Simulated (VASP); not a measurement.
A run of VASP 6.6.1:

File INCAR:

```
  PREC = Accurate
  ENCUT = 520
  EDIFF = 1E-6
  ISMEAR = 0
  SIGMA = 0.05
  LREAL = Auto
  LASPH = True
  NELM = 60
  ALGO = Normal
  ISIF = 2
  LWAVE = False
  LCHARG = False
  GGA = PE
  IVDW = 12
  NBANDS = 118
```

Contents of KPOINTS:

```
regular mesh
0
Gamma
  3 3 3
```

The input POSCAR:

```
W
1.0
    6.3200000000      0.0000000000      0.0000000000
    0.0000000000      6.3200000000      0.0000000000
    0.0000000000      0.0000000000      6.3200000000
W
15
Direct
   -0.1761879747      0.1756599684      0.1753840190
    0.4915463608     -0.0052863924     -0.0057289557
    0.0048357595      0.5081408228     -0.0056667722
    0.0049098101     -0.0053033228      0.5075773734
    0.2542087025      0.2534273734      0.2529621835
    0.5011848101      0.4984107595      0.0006143987
    0.5011063291      0.0010245253      0.4980563291
   -0.0014425633      0.4984340190      0.4980028481
    0.2455080696      0.7540985759      0.2519571203
    0.2455431962      0.2523946203      0.7536216772
    0.5015273734      0.4980621835      0.4976495253
    0.7461582278      0.7453079114      0.2530022152
    0.7462177215      0.2534071203      0.7449927215
    0.2439117089      0.7556574367      0.7552575949
    0.7472082278      0.7540856013      0.7536504747
```

Potentials or basis: VASP PAW PBE potentials, release 64 (W_sv).

Launch:

```sh
$ cat potpaw_PBE.64/W_sv/POTCAR > POTCAR
$ mpirun -np 1 vasp_std > vasp.out
```

Hardware: 1 thread of Intel Xeon 8259CL, with other jobs on the host.

How long does it take, and how much memory?

Run time: 28 min on 1 thread of Intel Xeon 8259CL, on a shared host, peak memory 0.48 GiB. Counts: scf iterations 17, k points 14.
